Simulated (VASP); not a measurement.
Here is a VASP 6.6.1 calculation.

Contents of INCAR:

```
SYSTEM = BN
PREC = Accurate
ENCUT = 600
EDIFF = 1E-6
ISMEAR = 0
SIGMA = 0.01
LREAL = .False.
LASPH = .True.
NELM = 120
ALGO = Normal
ISIF = 2
LWAVE = .False.
LCHARG = .True.
GGA = PS
LELF = .True.
LVHAR = .True.
NBANDS = 11
GGA_COMPAT = .False.
```

Contents of KPOINTS:

```
regular mesh
0
Gamma
  4 4 4
  0 0 0
```

The input POSCAR:

```
BN
1.0
    0.0000000000      3.4953160000      2.1660910000
    1.2516320000      0.0000000000      2.1660910000
    1.2516320000      3.4953160000      0.0000000000
B N
1 1
Direct
    0.0000490000      0.0000490000      0.9999510000
    0.6666666667      0.6666666667      0.3333333333
```

Potentials or basis: VASP PAW PBE potentials, release 64 (B, N).

The run is started by

```bash
$ cat potpaw_PBE.64/B/POTCAR potpaw_PBE.64/N/POTCAR > POTCAR
$ mpirun -np 1 vasp_std > vasp.out
```

Predict the largest force.

0.015 eV/Å.

Estimate the pressure.

0.6 GPa.

Predict the band gap on the k mesh.

4.26 eV, indirect (least direct gap 5.22 eV).

Forces in eV/Å, atoms in the order of the input:
```
B    0.000  0.000  0.015
N    0.000  0.000 -0.015
```

Caveat: the k points lie up to 0.76 Å⁻¹ apart; the PAW data sets were made with another functional, which shifts forces and pressure a little. Expect the measured gap to be larger: semilocal functionals such as PBEsol lack the derivative discontinuity.
